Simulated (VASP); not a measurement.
# Ag in VASP: further runs

The runs below take Ag through electric field gradients, with PBEsol.

Program: VASP 6.6.1. These are calculated values, not measurements. Logs are shortened: lines on timing, memory, paths and dates and some standing lists are left out, and cuts for length are marked.

### 1 The cell of the first run

The structure is cubic, space group Fd-3m (No. 227). The conventional cell has a = 5.628 Å, b = 5.628 Å, c = 5.628 Å, α = 90.00°, β = 90.00°, γ = 90.00°. Ag (site symmetry -43m) has 4 Ag at 2.44 Å within 3.2 Å.

### 2 Electric field gradients, PBEsol

Contents of INCAR:

```
PREC     = Accurate       # precision mode
ENCUT    = 520            # plane-wave cutoff, eV
EDIFF    = 1E-8           # SCF threshold, eV
ISMEAR   = -1             # smearing method
SIGMA    = 0.05           # smearing width, eV
LREAL    = False          # projectors in reciprocal space
LASPH    = True           # aspherical terms in the spheres
NELM     = 80             # most SCF steps
ALGO     = Normal         # electronic algorithm
ISIF     = 2              # what is computed and relaxed
LWAVE    = False          # write WAVECAR
LCHARG   = False          # write CHGCAR
GGA      = PS             # functional
LEFG     = True         
NBANDS   = 18             # bands
```

Contents of KPOINTS:

```
regular mesh
0
Gamma
  9 9 9
```

Contents of POSCAR:

```
Ag
1.0
    0.0000000000      2.8140871700      2.8140871700
    2.8140871700      0.0000000000      2.8140871700
    2.8140871700      2.8140871700      0.0000000000
Ag
2
Direct
   -0.1250000000     -0.1250000000     -0.1250000000
    0.1250000000      0.1250000000      0.1250000000
```

Potentials or basis: VASP PAW PBE potentials, release 64 (Ag).

Command:

```bash
cat potpaw_PBE.64/Ag/POTCAR > POTCAR
mpirun -np 1 vasp_std > vasp.out
```

OUTCAR:

```text
PREC = Accurate
   ENCUT = 520
   EDIFF = 1E-8
   ISMEAR = -1
   LREAL = False
   LASPH = True
   NELM = 80
   ISIF = 2
   GGA = PS

 ion  position               nearest neighbor table
   1  0.875  0.875  0.875-   2 2.44   2 2.44   2 2.44   2 2.44
   2  0.125  0.125  0.125-   1 2.44   1 2.44   1 2.44   1 2.44

  LATTYP: Found a face centered cubic cell.
 ALAT       =     5.6281743400

  Lattice vectors:

 A1 = (   0.0000000000,   2.8140871700,   2.8140871700)
 A2 = (   2.8140871700,   0.0000000000,   2.8140871700)
 A3 = (   2.8140871700,   2.8140871700,   0.0000000000)

Analysis of symmetry for initial positions (statically):
=====================================================================
 Subroutine PRICEL returns:
 Original cell was already a primitive cell.

 Routine SETGRP: Setting up the symmetry group for a
 face centered cubic supercell.

 Subroutine GETGRP returns: Found 48 space group operations
 (whereof 12 operations were pure point group operations)
 out of a pool of 48 trial point group operations.

The static configuration has the point symmetry D_3d.
 The point group associated with its full space group is O_h .

Analysis of symmetry for dynamics (positions and initial velocities):
=====================================================================
 Subroutine PRICEL returns:
 Original cell was already a primitive cell.

 Routine SETGRP: Setting up the symmetry group for a
 face centered cubic supercell.

 Subroutine GETGRP returns: Found 48 space group operations
 (whereof 12 operations were pure point group operations)
 out of a pool of 48 trial point group operations.

The dynamic configuration has the point symmetry D_3d.
 The point group associated with its full space group is O_h .

 Subroutine INISYM returns: Found 48 space group operations
 (whereof 12 operations are pure point group operations),
 and found     1 'primitive' translations

----------------------------------------------------------------------------------------

                                     Primitive cell

  volume of cell :      44.5700

  direct lattice vectors                    reciprocal lattice vectors
     0.000000000  2.814087170  2.814087170    -0.177677510  0.177677510  0.177677510
     2.814087170  0.000000000  2.814087170     0.177677510 -0.177677510  0.177677510
     2.814087170  2.814087170  0.000000000     0.177677510  0.177677510 -0.177677510

  length of vectors
     3.979720242  3.979720242  3.979720242     0.307746474  0.307746474  0.307746474

  position of ions in fractional coordinates (direct lattice)
     0.875000000  0.875000000  0.875000000
     0.125000000  0.125000000  0.125000000

  ion indices of the primitive-cell ions
   primitive index   ion index
                 1           1
                 2           2

----------------------------------------------------------------------------------------

 KPOINTS: regular mesh

Automatic generation of k-mesh.
 Grid dimensions read from file:
 generate k-points for:    9    9    9

 Generating k-lattice:

  Cartesian coordinates                     Fractional coordinates (reciprocal lattice)
    -0.019741946  0.019741946  0.019741946     0.111111111  0.000000000  0.000000000
     0.019741946 -0.019741946  0.019741946     0.000000000  0.111111111  0.000000000
     0.019741946  0.019741946 -0.019741946     0.000000000  0.000000000  0.111111111

  Length of vectors
     0.034194053  0.034194053  0.034194053

  Shift w.r.t. Gamma in fractional coordinates (k-lattice)
     0.000000000  0.000000000  0.000000000

 Subroutine IBZKPT returns following result:
 ===========================================

 Found     35 irreducible k-points:

 Following reciprocal coordinates:
            Coordinates               Weight
  0.000000  0.000000  0.000000      1.000000
  0.111111  0.000000  0.000000      8.000000
  0.222222  0.000000  0.000000      8.000000
  0.333333  0.000000  0.000000      8.000000
  0.444444  0.000000  0.000000      8.000000
  0.111111  0.111111  0.000000      6.000000
[... 16 lines left out ...]
 -0.333333  0.333333  0.000000     12.000000
  0.444444  0.444444  0.000000      6.000000
 [... further k-points ...]
   k-points           NKPTS =     35   k-points in BZ     NKDIM =     35   number of bands    NBANDS=     18
   number of dos      NEDOS =    301   number of ions     NIONS =      2
   total plane-waves  NPLWV =  27000
   dimension x,y,z NGX =    30 NGY =   30 NGZ =   30
   dimension x,y,z NGXF=    60 NGYF=   60 NGZF=   60
   ions per type =               2
   NGX,Y,Z   is equivalent  to a cutoff of  12.53, 12.53, 12.53 a.u.
   NGXF,Y,Z  is equivalent  to a cutoff of  25.06, 25.06, 25.06 a.u.
 SYSTEM =  unknown system
   PREC   = accura    normal or accurate (medium, high low for compatibility)
   ISTART =      0    job   : 0-new  1-cont  2-samecut
   ICHARG =      2    charge: 1-file 2-atom 10-const
   ISPIN  =      1    spin polarized calculation?
   LNONCOLLINEAR =      F non collinear calculations
   LSORBIT =      F    spin-orbit coupling
   LASPH  =      T    aspherical Exc in radial PAW
   ENCUT  =  520.0 eV  38.22 Ry    6.18 a.u.   7.40  7.40  7.40*2*pi/ulx,y,z
   NELM   =     80;   NELMIN=  2; NELMDL= -5     # of ELM steps
   EDIFF  = 0.1E-07   stopping-criterion for ELM
   LREAL  =      F    real-space projection
   EDIFFG = 0.1E-06   stopping-criterion for IOM
   NSW    =      0    number of steps for IOM
   IBRION =     -1    ionic relax: 0-MD 1-quasi-New 2-CG
   NFREE  =      0    steps in history (QN), initial steepest desc. (CG)
   ISIF   =      2    stress and relaxation
   ISYM   =      2    0-nonsym 1-usesym 2-fastsym
   POTIM  = 0.5000    time-step for ionic-motion
   TEBEG  =    0.0;   TEEND  =   0.0 temperature during run
   PSTRESS=    0.0 pullay stress
   NELECT =      22.0000    total number of electrons
   NUPDOWN=      -1.0000    fix difference up-down
   EMIN   =  10.00;   EMAX   =-10.00  energy-range for DOS
   EFERMI =   0.00;   METHOD = LEGACY
   ISMEAR =    -1;   SIGMA  =   0.05  broadening in eV -4-tet -1-fermi 0-gaus
   EFERMI_NEDOS =   21; number of points for ismear=-14 and -15
   IALGO  =     38    algorithm
   IMIX   =      4    mixing-type and parameters
     AMIX     =   0.40;   BMIX     =  1.00
     AMIX_MAG =   1.60;   BMIX_MAG =  1.00
  volume/ion in A,a.u.               =      22.29       150.39
  Fermi-wavevector in a.u.,A,eV,Ry     =   1.293803  2.444933 22.775151  1.673926
  Thomas-Fermi vector in A             =   2.425426
   LORBIT       =      0    0 simple, 1 ext, 2 COOP (PROOUT), +10 PAW based schemes
   GGA     = PS    functional components
   LHFCALC =     F    Hartree Fock is set to
   AEXX    =    0.0000 exact exchange contribution
   IVDW    =     0    specifies the selected vdW correction
   LEPSILON=     F    determine dielectric tensor
   LRPA    =     F    only Hartree local field effects (RPA)
 non-spin polarized calculation
  energy-cutoff  :      520.00
  volume of cell :       44.57
 maximum number of plane-waves:      1243
 NGX is ok and might be reduce to    30
   NGX = 15   NGY = 15   NGZ = 15

 number of electron      22.0000008 magnetization

 Free energy of the ion-electron system (eV)
  ---------------------------------------------------
  ext. energy  EPLUGINS =         0.00000000
  ---------------------------------------------------
  free energy    TOTEN  =        -4.25373675 eV

  energy without entropy =       -4.25016886  energy(sigma->0) =       -4.25195280

 E-fermi :   5.0608     XC(G=0): -10.5885

 val. band max:        5.0491171395   @ k =  -0.3333   0.4444   0.2222
 cond. band min:       5.1920927015   @ k =   0.4444   0.0000   0.0000
 fundamental gap:      0.1429755621
 Fermi energy:         5.0607897708

 k-point     1 :       0.0000    0.0000    0.0000
  band No.  band energies     occupation
      1      -1.0428      2.00000
      2      -0.4791      2.00000
      3      -0.4791      2.00000
      4      -0.4027      2.00000
      5      -0.4027      2.00000
      6      -0.4027      2.00000
[... 10 lines left out ...]
     17      16.2067      0.00000
     18      16.6358      0.00000

 k-point     2 :       0.1111    0.0000    0.0000
  band No.  band energies     occupation
      1      -0.8662      2.00000
      2      -0.6033      2.00000
      3      -0.6033      2.00000
      4      -0.3941      2.00000
      5      -0.2352      2.00000
      6      -0.2352      2.00000
[... 10 lines left out ...]
     17      17.2779      0.00000
     18      17.2779      0.00000
[... 442 lines left out ...]
 k-point    24 :       0.4444    0.4444    0.0000
  band No.  band energies     occupation
      1      -0.8264      2.00000
      2      -0.5166      2.00000
      3      -0.5166      2.00000
      4      -0.4909      2.00000
      5       0.7345      2.00000
      6       0.9937      2.00000
[... 10 lines left out ...]
     17      24.0721      0.00000
     18      24.0721      0.00000

 [... further k-points ...]
[... 5 lines left out ...]
  --------------------------------------------------------------------------------------
  -------------------------------------------------------------------------------------
  Total        4.3123109      4.3123109      4.3123109      0.0000000      0.0000000     -0.0000000
  in kB      155.0165301    155.0165301    155.0165301      0.0000000      0.0000000     -0.0000000
  external PRESSURE =     155.0165301 kB  Pullay stress =       0.0000000 kB

 VOLUME and BASIS-vectors are now :
 -----------------------------------------------------------------------------
  energy-cutoff  :      520.00
  volume of cell :       44.57
      direct lattice vectors                 reciprocal lattice vectors
     0.000000000  2.814087170  2.814087170    -0.177677510  0.177677510  0.177677510
     2.814087170  0.000000000  2.814087170     0.177677510 -0.177677510  0.177677510
     2.814087170  2.814087170  0.000000000     0.177677510  0.177677510 -0.177677510

 POSITION                                       TOTAL-FORCE (eV/Angst)
 -----------------------------------------------------------------------------------
      4.92465      4.92465      4.92465         0.000000      0.000000      0.000000
      0.70352      0.70352      0.70352        -0.000000     -0.000000     -0.000000
 -----------------------------------------------------------------------------------
    total drift:                               -0.000000      0.000000      0.000000

  FREE ENERGIE OF THE ION-ELECTRON SYSTEM (eV)
  ---------------------------------------------------
  free  energy   TOTEN  =        -4.2537367502 eV

  energy  without entropy=       -4.2501688588  energy(sigma->0) =       -4.25195280

 Electric field gradients (V/A^2)
---------------------------------------------------------------------
 ion       V_xx      V_yy      V_zz      V_xy      V_xz      V_yz
---------------------------------------------------------------------
   1      -0.000    -0.000     0.000     0.002     0.002     0.002
   2      -0.000    -0.000     0.000     0.002     0.002     0.002
---------------------------------------------------------------------

 Electric field gradients after diagonalization (V/A^2)
 (convention: |V_zz| > |V_xx| > |V_yy|)
----------------------------------------------------------------------
 ion       V_xx      V_yy      V_zz     asymmetry (V_yy - V_xx)/ V_zz
----------------------------------------------------------------------
   1      -0.002    -0.002     0.003       0.000
   2      -0.002    -0.002     0.003       0.000
----------------------------------------------------------------------

           NMR quadrupolar parameters

 Cq : quadrupolar parameter    Cq=e*Q*V_zz/h
 eta: asymmetry parameters     (V_yy - V_xx)/ V_zz
 Q  : nuclear electric quadrupole moment in mb (millibarn)
----------------------------------------------------------------------
 ion       Cq(MHz)       eta       Q (mb)
----------------------------------------------------------------------
   1       0.000       0.000       1.000
   2       0.000       0.000       1.000
----------------------------------------------------------------------
```

Run time: 25 s. Hardware: 1 thread of Intel Xeon Platinum 8259CL at 2.50GHz (Skylake/Cascade Lake), shared host; peak memory 0.17 GiB.

What came out:

- Free energy: -4.2537 eV
- Pressure: 15.5 GPa
- Band gap on the k mesh: zero (band 11 reaches 5.58 eV, above the bottom of band 12 at 4.69 eV)

Caveat: without QUAD_EFG the Cq values of the log hold for a quadrupole moment of 1 mb, not for the nuclei; the PAW data sets were made with another functional, which shifts forces and pressure a little.

(Part 1 of 2 ends here.)
